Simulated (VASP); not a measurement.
A run of VASP 6.6.1 is set up as follows.

Contents of INCAR:

```
PREC     = Accurate       # precision mode
ENCUT    = 520            # plane-wave cutoff, eV
EDIFF    = 1E-7           # SCF threshold, eV
ISMEAR   = 0              # smearing method
SIGMA    = 0.02           # smearing width, eV
LREAL    = False          # projectors in reciprocal space
LASPH    = True           # aspherical terms in the spheres
NELM     = 80             # most SCF steps
ALGO     = Normal         # electronic algorithm
ISIF     = 2              # what is computed and relaxed
LWAVE    = False          # write WAVECAR
LCHARG   = False          # write CHGCAR
GGA      = PS             # functional
NBANDS   = 10             # bands
```

File KPOINTS:

```
Automatic mesh
0
Gamma
  12 12 12
```

File POSCAR:

```
Os
1.0
    0.0000000000      1.9450000000      1.9450000000
    1.9450000000      0.0000000000      1.9450000000
    1.9450000000      1.9450000000      0.0000000000
Os
1
Direct
    0.0000000000      0.0000000000      0.0000000000
```

Potentials or basis: VASP PAW PBE potentials, release 64 (Os).

Command:

```console
$ cat potpaw_PBE.64/Os/POTCAR > POTCAR
$ mpirun -np 1 vasp_std > vasp.out
```

(1) Estimate the band gap on the k mesh.

(2) What does it give for the pressure?

Answers

(1) zero (band 4 reaches 10.68 eV, above the bottom of band 5 at 7.15 eV).

(2) -20.6 GPa.

Caveat: the PAW data sets were made with another functional, which shifts forces and pressure a little; spin-orbit coupling is left out, which moves the levels of the heavy elements.
